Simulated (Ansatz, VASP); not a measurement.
Ta2PbO3: VASP beside Ansatz

```xyz
6
Lattice="2.9655 0.0000 0.0000 0.0000 3.3783 4.6177 0.0000 -3.3783 4.6177" Properties=species:S:1:pos:R:3 pbc="T T T"
Ta    0.0000    0.0000    8.7351
Ta    1.4827    0.0000    5.1209
Pb    1.4827    0.0000    2.0821
O     1.4827    0.0000    7.1439
O     0.0000   -1.3819    4.6209
O     0.0000    1.3819    4.6209
```

Change from the starting cell: species swapped into the V2O3F type (Amm2, No. 38).

Alike in both runs: functional PBE; k mesh 5 × 3 × 3; occupations gaussian, width 0.2 eV; no spin polarisation.

Ansatz relaxed the structure, and its values are those at the end. VASP's run is a single point on that final structure, the one shown.

```csv
,VASP,Ansatz
version,VASP 6.6.1,Ansatz 0.2.0
potentials or method,"VASP PAW PBE potentials, release 64 (Ta_pv, Pb_d, O), cutoff 520 eV","scalar-relativistic, plane waves, PAW"
valence electrons in the cell,54,58
```

Ansatz gave:

* gap on the k mesh at the Fermi level (eV): none
* pressure (GPa): -0.1
* rms of the force components (eV/Å): 0.010

Problem. Estimate VASP's values.

Solution. gap on the k mesh at the Fermi level (eV): none; pressure (GPa): 0.2; rms of the force components (eV/Å): 0.015.

A gap of «none» marks a metal or a gap that the smearing closes. VASP's potentials hold 54 valence electrons a cell and Ansatz's 58, so a difference there can come from the potentials and not from the codes.

The k mesh is coarse, so the values compare programs but aren't converged. Spin-orbit coupling is off throughout.
